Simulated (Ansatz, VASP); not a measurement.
Li2Se: VASP beside Ansatz

```
Li Se
1.0
     0.00000    2.99341    2.99341
     2.99341    0.00000    2.99341
     2.99341    2.99341    0.00000
Li Se
2 1
Direct
  0.25000 0.25000 0.25000
  0.75000 0.75000 0.75000
  0.00000 0.00000 0.00000
```

Alike in both runs: functional r2SCAN; k mesh 8 × 8 × 8; occupations gaussian, width 0.02 eV; no spin polarisation.

Ansatz relaxed the structure, and its values are those at the end. VASP's run is a single point on that final structure, the one shown.

|  | VASP | Ansatz |
| --- | --- | --- |
| version | VASP 6.6.1 | Ansatz 0.2.0 |
| potentials or method | VASP PAW PBE potentials, release 64 (Li_sv, Se), cutoff 830 eV | scalar-relativistic, plane waves, PAW |
| valence electrons in the cell | 12 | 22 |

```tsv
	VASP	Ansatz	Ansatz less VASP
gap on the k mesh at the Fermi level (eV)	3.46	3.48	+0.021
least direct gap on the mesh (eV)	4.18	4.10	-0.080
pressure (GPa)	-0.2	0.0	+0.13
```

VASP's potentials were made for PBE, not for r2SCAN. With one functional, cell and mesh, what is left measures potentials, basis and numerics. VASP's potentials hold 12 valence electrons a cell and Ansatz's 22, so a difference there can come from the potentials and not from the codes.
